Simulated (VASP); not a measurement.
# WSe2 in VASP: a series of runs, part 2 of 2

VASP 6.6.1. Earlier steps stand in the parts before.

## Step 3: Single point, r2SCAN (strain along c alone, the other axes held: +2.0 %, then relaxed in part)

POSCAR reads:

```
WSe2
1.0
    3.3143636060      0.0000000000      0.0000000000
   -1.6571818030      2.8703230802      0.0000000000
    0.0000000000      0.0000000000     16.9918495136
W Se
1 2
Direct
    0.0000000000      0.0000000000      0.0000000000
    0.3333333333      0.6666666667      0.0977485984
    0.3333333333      0.6666666667      0.9022514016
```

INCAR.step1 reads:

```
SYSTEM = WSe2
PREC = Accurate ; ENCUT = 520
ISMEAR = 0 ; SIGMA = 0.02
LREAL = .False. ; LASPH = .True.
NELM = 80 ; NBANDS = 20
GGA = PE ; ALGO = Normal
EDIFF = 1E-4 ; LWAVE = .True.
LCHARG = .False.
```

INCAR.step2 reads:

```
SYSTEM = WSe2
PREC = Accurate ; ENCUT = 520
EDIFF = 1E-6 ; ISMEAR = 0
SIGMA = 0.02 ; LREAL = .False.
LASPH = .True. ; NELM = 80
ALGO = Normal ; ISIF = 2
LWAVE = .False. ; LCHARG = .False.
METAGGA = R2SCAN ; LMIXTAU = .True.
NBANDS = 20 ; ISTART = 1
```

KPOINTS reads:

```
regular mesh
0
Gamma
  12 12 2
  0 0 0
```

Potentials or basis: VASP PAW PBE potentials, release 64 (W_sv, Se).

Launch:

```sh
$ cat potpaw_PBE.64/W_sv/POTCAR potpaw_PBE.64/Se/POTCAR > POTCAR
$ cp INCAR.step1 INCAR
$ mpirun -np 1 vasp_std > vasp.out
$ cp INCAR.step2 INCAR
$ mpirun -np 1 vasp_std > vasp.out
```

OUTCAR:

```text
SYSTEM = WSe2
   PREC = Accurate
   ENCUT = 520
   EDIFF = 1E-6
   ISMEAR = 0
   LREAL = .False.
   LASPH = .True.
   NELM = 80
   ISIF = 2
   METAGGA = R2SCAN
   ISTART = 1

 ion  position               nearest neighbor table
   1  0.000  0.000  0.000-   2 2.53   3 2.53   2 2.53   3 2.53   2 2.53   3 2.53
   2  0.333  0.667  0.098-   1 2.53   1 2.53   1 2.53
   3  0.333  0.667  0.902-   1 2.53   1 2.53   1 2.53

  LATTYP: Found a hexagonal cell.
 ALAT       =     3.3143636060
 C/A-ratio  =     5.1267306589

  Lattice vectors:

 A1 = (   3.3143636060,   0.0000000000,   0.0000000000)
 A2 = (  -1.6571818030,   2.8703230802,   0.0000000000)
 A3 = (   0.0000000000,   0.0000000000,  16.9918495136)

Analysis of symmetry for initial positions (statically):
=====================================================================
 Subroutine PRICEL returns:
 Original cell was already a primitive cell.

 Routine SETGRP: Setting up the symmetry group for a
 hexagonal supercell.

 Subroutine GETGRP returns: Found 12 space group operations
 (whereof 12 operations were pure point group operations)
 out of a pool of 24 trial point group operations.

The static configuration has the point symmetry D_3h.

Analysis of symmetry for dynamics (positions and initial velocities):
=====================================================================
 Subroutine PRICEL returns:
 Original cell was already a primitive cell.

 Routine SETGRP: Setting up the symmetry group for a
 hexagonal supercell.

 Subroutine GETGRP returns: Found 12 space group operations
 (whereof 12 operations were pure point group operations)
 out of a pool of 24 trial point group operations.

The dynamic configuration has the point symmetry D_3h.

 Subroutine INISYM returns: Found 12 space group operations
 (whereof 12 operations are pure point group operations),
 and found     1 'primitive' translations

[... 112 lines left out ...]
   EFERMI_NEDOS =   21; number of points for ismear=-14 and -15
   IALGO  =     38    algorithm
   IMIX   =      4    mixing-type and parameters
     AMIX     =   0.40;   BMIX     =  1.00
     AMIX_MAG =   1.60;   BMIX_MAG =  1.00
  volume/ion in A,a.u.               =      53.88       363.62
  Fermi-wavevector in a.u.,A,eV,Ry     =   0.890312  1.682445 10.784725  0.792655
  Thomas-Fermi vector in A             =   2.011986
   LORBIT       =      0    0 simple, 1 ext, 2 COOP (PROOUT), +10 PAW based schemes
   METAGGA = R2SCAN    functional components
   LHFCALC =     F    Hartree Fock is set to
   AEXX    =    0.0000 exact exchange contribution
   IVDW    =     0    specifies the selected vdW correction
   LEPSILON=     F    determine dielectric tensor
   LRPA    =     F    only Hartree local field effects (RPA)
 non-spin polarized calculation
 Gauss-broadening in eV      SIGMA  =   0.02
  energy-cutoff  :      520.00
  volume of cell :      161.65
 maximum number of plane-waves:      4407
 NGX is ok and might be reduce to    28
   NGX = 13   NGY = 13   NGZ = 63

 number of electron      26.0000001 magnetization

 Free energy of the ion-electron system (eV)
  ---------------------------------------------------
  ext. energy  EPLUGINS =         0.00000000
  ---------------------------------------------------
  free energy    TOTEN  =       -81.75057598 eV

  energy without entropy =      -81.75057598  energy(sigma->0) =      -81.75057598

 E-fermi :  -0.9278     XC(G=0):  -4.7597

 val. band max:       -1.1573352525   @ k =   0.3333   0.3333   0.0000
 cond. band min:       0.4847740073   @ k =   0.3333   0.3333   0.0000
 fundamental gap:      1.6421092599
 Fermi energy:        -0.9278122660

 k-point     1 :       0.0000    0.0000    0.0000
  band No.  band energies     occupation
      1     -77.1614      2.00000
      2     -40.7394      2.00000
      3     -40.6372      2.00000
      4     -40.6372      2.00000
      5     -16.5543      2.00000
      6     -15.1880      2.00000
[... 541 lines left out ...]
     19       5.9522      0.00000
     20       6.0033      0.00000

 [... further k-points ...]

------------------------ aborting loop because EDIFF is reached ----------------------------------------

  FORCE on cell =-STRESS in cart. coord.  units (eV):
  Direction    XX          YY          ZZ          XY          YZ          ZX
  --------------------------------------------------------------------------------------
  -------------------------------------------------------------------------------------
  Total        0.1148506      0.1148506      0.1362948      0.0000000      0.0000000      0.0000000
  in kB        1.1383402      1.1383402      1.3508849      0.0000000      0.0000000      0.0000000
  external PRESSURE =       1.2091885 kB  Pullay stress =       0.0000000 kB

 VOLUME and BASIS-vectors are now :
 -----------------------------------------------------------------------------
  energy-cutoff  :      520.00
  volume of cell :      161.65
      direct lattice vectors                 reciprocal lattice vectors
     3.314363606  0.000000000  0.000000000     0.301717047  0.174196418  0.000000000
    -1.657181803  2.870323080  0.000000000     0.000000000  0.348392837  0.000000000
     0.000000000  0.000000000 16.991849514     0.000000000  0.000000000  0.058851745

 POSITION                                       TOTAL-FORCE (eV/Angst)
 -----------------------------------------------------------------------------------
      0.00000      0.00000      0.00000         0.000000      0.000000      0.000000
     -0.00000      1.91355      1.66093        -0.000000      0.000000      0.045519
     -0.00000      1.91355     15.33092         0.000000      0.000000     -0.045519
 -----------------------------------------------------------------------------------
    total drift:                               -0.000001      0.000001     -0.000000

  FREE ENERGIE OF THE ION-ELECTRON SYSTEM (eV)
  ---------------------------------------------------
  free  energy   TOTEN  =       -81.7505759765 eV

  energy  without entropy=      -81.7505759765  energy(sigma->0) =      -81.75057598
```

OSZICAR.step1:

```text
N       E                     dE             d eps       ncg     rms          rms(c)
DAV:   1     0.165757227832E+03    0.16576E+03   -0.12005E+04  1816   0.110E+03
DAV:   2    -0.968823240367E+01   -0.17545E+03   -0.16879E+03  2008   0.255E+02
DAV:   3    -0.223984145841E+02   -0.12710E+02   -0.12629E+02  2020   0.634E+01
DAV:   4    -0.226068342340E+02   -0.20842E+00   -0.20803E+00  1936   0.910E+00
DAV:   5    -0.226106269505E+02   -0.37927E-02   -0.37925E-02  1880   0.131E+00    0.208E+01
DAV:   6    -0.218249106322E+02    0.78572E+00   -0.51150E+00  1616   0.142E+01    0.707E+00
DAV:   7    -0.217045506370E+02    0.12036E+00   -0.18770E+00  1640   0.694E+00    0.417E+00
DAV:   8    -0.216169149631E+02    0.87636E-01   -0.38224E-01  1836   0.387E+00    0.644E-01
DAV:   9    -0.216156927985E+02    0.12222E-02   -0.21308E-02  1928   0.843E-01    0.489E-01
DAV:  10    -0.216146227498E+02    0.10700E-02   -0.37044E-03  1808   0.443E-01    0.605E-02
DAV:  11    -0.216144402630E+02    0.18249E-03   -0.34375E-04  1836   0.124E-01    0.659E-02
DAV:  12    -0.216143377463E+02    0.10252E-03   -0.91713E-05  1384   0.443E-02    0.177E-02
DAV:  13    -0.216142608629E+02    0.76883E-04   -0.10614E-04  1456   0.418E-02
   1 F= -.21614261E+02 E0= -.21614261E+02  d E =-.870261E-28
```

It took 4 min on 1 thread of Intel Xeon 6975P-C (Granite Rapids), shared host; peak memory 0.4 GiB.

What came out:

```
Free energy            : -81.7506 eV
Largest force          : 0.046 eV/Å
Band gap on the k mesh : 1.64 eV
```

Forces on the atoms (eV/Å):
```
W    0.000  0.000  0.000
Se   0.000  0.000  0.046
Se   0.000  0.000 -0.046
```

Caveat: the cell differs from its parent crystal (strain along c alone, the other axes held: +2.0 %, then relaxed in part); the PAW data sets were made with another functional, which shifts forces and pressure a little; spin-orbit coupling is left out, which moves the levels of the heavy elements.

## Step 4: Relaxation of shape and atoms at fixed volume, r2SCAN (55.99 Å³/atom)

This run uses another cell than the first one.

POSCAR reads:

```
WSe2
1.0
    3.3463272613      0.0000000000      0.0000000000
   -1.6731636307      2.8980044177      0.0000000000
    0.0000000000      0.0000000000     17.3221660011
W Se
1 2
Direct
    0.0000000000      0.0000000000      0.0000000000
    0.3333333333      0.6666666667      0.0968051669
    0.3333333333      0.6666666667      0.9031948331
```

INCAR.step1 reads:

```
ALGO     = Normal         # electronic algorithm
EDIFF    = 1E-4           # SCF threshold, eV
ENCUT    = 600            # plane-wave cutoff, eV
GGA      = PE             # functional
ISMEAR   = 0              # smearing method
LASPH    = True           # aspherical terms in the spheres
LCHARG   = False          # write CHGCAR
LREAL    = False          # projectors in reciprocal space
LWAVE    = True           # write WAVECAR
NELM     = 60             # most SCF steps
PREC     = Accurate       # precision mode
SIGMA    = 0.02           # smearing width, eV
```

INCAR.step2 reads:

```
ALGO     = Normal         # electronic algorithm
EDIFF    = 1E-6           # SCF threshold, eV
EDIFFG   = -0.01          # ionic threshold
ENCUT    = 600            # plane-wave cutoff, eV
IBRION   = 2              # ionic algorithm
ISIF     = 4              # what is computed and relaxed
ISMEAR   = 0              # smearing method
ISTART   = 1            
LASPH    = True           # aspherical terms in the spheres
LCHARG   = False          # write CHGCAR
LMIXTAU  = True         
LREAL    = False          # projectors in reciprocal space
LWAVE    = False          # write WAVECAR
METAGGA  = R2SCAN         # meta-GGA
NELM     = 60             # most SCF steps
NSW      = 50             # ionic steps
PREC     = Accurate       # precision mode
SIGMA    = 0.02           # smearing width, eV
```

KPOINTS reads:

```
k-points
0
Gamma
  9 9 2
```

Launch:

```sh
$ cat potpaw_PBE.64/W_sv/POTCAR potpaw_PBE.64/Se/POTCAR > POTCAR
$ cp INCAR.step1 INCAR
$ mpirun -np 1 vasp_std > vasp.out
$ cp INCAR.step2 INCAR
$ mpirun -np 1 vasp_std > vasp.out
```

It took 31 min on 1 thread of Intel Xeon Platinum 8259CL at 2.50GHz (Skylake/Cascade Lake), shared host; peak memory 0.41 GiB.

The run converged. Its results:

* Free energy: -81.7519 eV
* Energy gained by relaxing: 6.0 meV/atom
* Ionic steps: 8
* Band gap on the k mesh: 1.63 eV

The path:
```tsv
step	energy change (eV)	largest force (eV/Å)	pressure (GPa)	volume (Å³)
1	0.0000	0.4366	-1.31	167.98
2	-0.0095	0.0329	-0.63	167.98
3	-0.0095	0.0322	-0.63	167.98
4	-0.0151	0.0141	-0.37	167.98
5	-0.0180	0.0125	0.01	167.98
6	-0.0180	0.0117	0.00	167.98
7	-0.0180	0.0137	-0.04	167.98
8	-0.0180	0.0009	-0.02	167.98
```

Final structure:
```xyz
3
Lattice="3.3176 0.0000 0.0000 -1.6588 2.8731 0.0000 0.0000 0.0000 17.6239" Properties=species:S:1:pos:R:3 pbc="T T T"
W     0.0000    0.0000    0.0000
Se    0.0000    1.9154    1.6623
Se    0.0000    1.9154   15.9617
```

Levels at points of the mesh, in eV from the valence-band top:
| k point | band 9 | band 10 | band 11 | band 12 | band 13 | band 14 | band 15 | band 16 | band 17 |
| --- | --- | --- | --- | --- | --- | --- | --- | --- | --- |
| (0.00, 0.00, 0.00) | -2.55 | -2.22 | -1.38 | -1.38 | -0.25 | 3.08 | 3.08 | 3.26 | 3.26 |
| (0.00, 0.00, 0.50) | -2.55 | -2.22 | -1.38 | -1.38 | -0.25 | 3.08 | 3.08 | 3.26 | 3.26 |

Caveat: the PAW data sets were made with another functional, which shifts forces and pressure a little; spin-orbit coupling is left out, which moves the levels of the heavy elements.

## Step 5: Overview

```csv
task,cell,k mesh,cutoff (eV),gap on the mesh (eV),largest force (eV/Å)
single point,"a = 3.314, b = 3.314, c = 15.992 Å, angles 90.0, 90.0, 120.0°, 3 atoms, atomic positions A",12 × 12 × 2,520,1.64,0.05
single point,"a = 3.314, b = 3.314, c = 16.992 Å, angles 90.0, 90.0, 120.0°, 3 atoms, atomic positions B",12 × 12 × 2,520,1.64,0.05
relaxation of shape and atoms at fixed volume,"relaxed from a = 3.346, b = 3.346, c = 17.322 Å, angles 90.0, 90.0, 120.0°, 3 atoms, atomic positions C",9 × 9 × 2,600,1.63,-
```

Alike in all rows: level r2SCAN; potentials or basis VASP PAW PBE potentials, release 64 (W_sv, Se); no spin polarisation; smearing gaussian 0.02 eV.

Caveats: the PAW data sets were made with another functional, which shifts forces and pressure a little; spin-orbit coupling is left out, which moves the levels of the heavy elements.

Absolute energies hang on the potentials; compare differences alone.
